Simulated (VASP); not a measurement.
Here is a VASP 6.6.1 calculation.

File POSCAR:

```
WC
1.0
    2.9005014360      0.0000000000      0.0000000000
   -1.4502507180      2.5119079273      0.0000000000
    0.0000000000      0.0000000000      2.8290000000
W C
1 1
Direct
    0.0000000000      0.0000000000     -0.0530222694
    0.6666666667      0.3333333333      0.5000000000
```

File INCAR.step1:

```
  PREC = Accurate
  ENCUT = 520
  ISMEAR = 0
  SIGMA = 0.15
  LREAL = False
  LASPH = True
  NELM = 100
  NBANDS = 16
  GGA = PE
  ALGO = Normal
  EDIFF = 1E-4
  LWAVE = True
  LCHARG = False
```

INCAR.step2

```
  PREC = Accurate
  ENCUT = 520
  EDIFF = 1E-7
  ISMEAR = 0
  SIGMA = 0.15
  LREAL = False
  LASPH = True
  NELM = 100
  ALGO = Normal
  ISIF = 2
  LWAVE = False
  LCHARG = False
  METAGGA = R2SCAN
  LMIXTAU = True
  NBANDS = 16
  ISTART = 1
```

File KPOINTS:

```
Automatic mesh
0
Gamma
  18 18 16
```

Potentials or basis: VASP PAW PBE potentials, release 64 (W_sv, C).

Launch:

```bash
$ cat potpaw_PBE.64/W_sv/POTCAR potpaw_PBE.64/C/POTCAR > POTCAR
$ cp INCAR.step1 INCAR
$ mpirun -np 1 vasp_std > vasp.out
$ cp INCAR.step2 INCAR
$ mpirun -np 1 vasp_std > vasp.out
```

Problem. What does it give for the pressure?

Solution. 11.6 GPa.

Problem. Predict the band gap on the k mesh.

Solution. Zero (bands 9 and 10 overlap by 1.20 eV).

Forces on the atoms (eV/Å):
```
W    0.000  0.000  2.236
C    0.000  0.000 -2.236
```

Caveat: the cell differs from its parent crystal (all W atoms moved -0.150 Å, as atom 1 along Cartesian [0 0 1]); the cell stands under pressure; the PAW data sets were made with another functional, which shifts forces and pressure a little; spin-orbit coupling is left out, which moves the levels of the heavy elements.
